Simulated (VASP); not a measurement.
A run of VASP 6.6.1 is set up as follows.

Contents of INCAR:

```
PREC = Accurate
ENCUT = 520
EDIFF = 1E-6
ISMEAR = 0
SIGMA = 0.05
LREAL = F
LASPH = T
NELM = 60
ALGO = Normal
ISIF = 2
LWAVE = F
LCHARG = T
GGA = CA
LELF = T
LVHAR = T
NBANDS = 15
```

Contents of KPOINTS:

```
Automatic mesh
0
Gamma
  8 8 8
```

File POSCAR:

```
KF
1.0
   -0.0537752514      2.4988474424      2.4988474424
    2.4988474424     -0.0537752514      2.4988474424
    2.4988474424      2.4988474424     -0.0537752514
K F
1 1
Direct
    0.0000000000      0.0000000000      0.0000000000
    0.5000000000      0.5000000000      0.5000000000
```

Potentials or basis: VASP PAW LDA potentials, release 64 (K_sv, F).

Command:

```console
$ cat potpaw_LDA.64/K_sv/POTCAR potpaw_LDA.64/F/POTCAR > POTCAR
$ mpirun -np 1 vasp_std > vasp.out
```

Question: What does it give for the band gap on the k mesh?

Answer: 6.72 eV, direct.

Question: Estimate the pressure.

Answer: 3.7 GPa.

Stress tensor (GPa, compression positive):
```
3.71 0.21 0.21
0.21 3.71 0.21
0.21 0.21 3.71
```

A hybrid or GW would open this gap; LDA tends to underestimate it.
